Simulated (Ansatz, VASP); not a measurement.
# Mg: VASP beside Ansatz

```
Mg
1.0
     3.20927    0.00000    0.00000
    -1.60464    2.77931    0.00000
     0.00000    0.00000    5.21033
Mg
2
Direct
  0.33333 0.66667 0.25000
  0.66667 0.33333 0.75000
```

Alike in both runs: task relaxation of cell and atoms; functional PBE; k mesh 18 × 18 × 8; occupations gaussian, width 0.1 eV; no spin polarisation.

|  | VASP | Ansatz |
| --- | --- | --- |
| version | VASP 6.6.1 | Ansatz 0.2.0 |
| potentials or method | VASP PAW PBE potentials, release 64 (Mg), cutoff 600 eV | scalar-relativistic, plane waves, PAW |
| valence electrons in the cell | 4 | 20 |

```tsv
	VASP	Ansatz	Ansatz less VASP
gap on the k mesh at the Fermi level, each at its own relaxed structure (eV)	none	none	-
relaxed volume (Å³/atom)	22.85	22.93	+0.076
relaxed cell length with the largest relative difference (Å)	5.137	5.144	+0.0073
```

A gap of «none» marks a metal or a gap that the smearing closes. VASP's potentials hold 4 valence electrons a cell and Ansatz's 20, so a difference there can come from the potentials and not from the codes.
